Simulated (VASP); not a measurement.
A run of VASP 6.6.1 is set up as follows.

INCAR

```
  ALGO = Normal
  EDIFF = 1E-6
  ENCUT = 500
  GGA = PS
  GGA_COMPAT = False
  ISIF = 2
  ISMEAR = 0
  IVDW = 12
  LASPH = True
  LCHARG = False
  LREAL = False
  LWAVE = False
  NBANDS = 8
  NELM = 120
  PREC = Accurate
  SIGMA = 0.1
```

File KPOINTS:

```
k-points
0
Gamma
  8 8 8
```

The input POSCAR:

```
P
1.0
    2.5585688000      0.0000000000      0.0000000000
    0.0000000000      2.5585688000      0.0000000000
    0.0000000000      0.0000000000      2.5585688000
P
1
Direct
    0.0000000000      0.0000000000      0.0000000000
```

Potentials or basis: VASP PAW PBE potentials, release 64 (P).

Run with:

```console
$ cat potpaw_PBE.64/P/POTCAR > POTCAR
$ mpirun -np 1 vasp_std > vasp.out
```

Task: Estimate the band gap on the k mesh.

Result: Zero (an odd number of electrons rules out a gap without spin polarisation).

Task: Predict the dispersion energy per atom.

Result: -0.337 eV.

Task: Predict the pressure.

Result: -17.7 GPa.

Caveat: the cell stands under tension; the PAW data sets were made with another functional, which shifts forces and pressure a little; an odd number of electrons without spin polarisation forces a metal; a magnetic or distorted state may lie lower.
